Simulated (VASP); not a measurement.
**Sn: single point with PBEsol**

Sn:

```xyz
2
Lattice="0.0000 3.6715 2.5958 3.6715 0.0000 2.5958 3.6715 3.6715 0.0000" Properties=species:S:1:pos:R:3 pbc="T T T"
Sn    3.6715    3.6715    2.5958
Sn    5.5073    5.5073    3.8936
```

This cell differs from its parent crystal: ratio of the length along z to the lengths across it x 0.707, volume and fractional coordinates fixed.

- Program: VASP 6.6.1
- Task: single point
- Functional: PBEsol
- Potentials or basis: VASP PAW PBE potentials, release 64 (Sn_d)
- Cutoff: 520 eV
- k mesh: 18 × 18 × 18
- Occupations: gaussian, width 0.15 eV
- Spin: no spin polarisation
- Dipole correction: no
- Further INCAR settings: ALGO = Fast; EDIFF = 1e-06; NBANDS = 21

The pressure is -1.8 GPa and the band gap on the k mesh is zero (bands 14 and 15 overlap by 1.45 eV).

Stress tensor (GPa, compression positive):
```
-2.94  0.00  0.00
 0.00 -2.94  0.00
 0.00  0.00  0.55
```

Levels at points of the mesh, in eV from the Fermi level:
| k point | band 11 | band 12 | band 13 | band 14 | band 15 | band 16 | band 17 | band 18 |
| --- | --- | --- | --- | --- | --- | --- | --- | --- |
| (0.00, 0.00, 0.00) | -10.12 | -1.27 | -0.31 | -0.31 | 1.37 | 1.91 | 3.28 | 3.28 |
| (0.50, 0.00, 0.00) | -8.47 | -5.97 | -1.68 | -0.76 | -0.16 | 2.67 | 4.06 | 6.57 |
| (0.50, 0.50, 0.00) | -6.54 | -6.54 | -3.13 | -3.13 | 0.09 | 0.09 | 7.82 | 7.82 |
| (0.50, 0.00, 0.50) | -7.51 | -7.51 | -1.20 | -1.20 | 1.79 | 1.79 | 5.40 | 5.40 |

Run time: 4.5 min on 1 thread of Intel(R) Xeon(R) 6975P-C (Granite Rapids), on a shared host, peak memory 0.64 GiB.

Caveat: the PAW data sets were made with another functional, which shifts forces and pressure a little; spin-orbit coupling is left out, which moves the levels of the heavy elements.
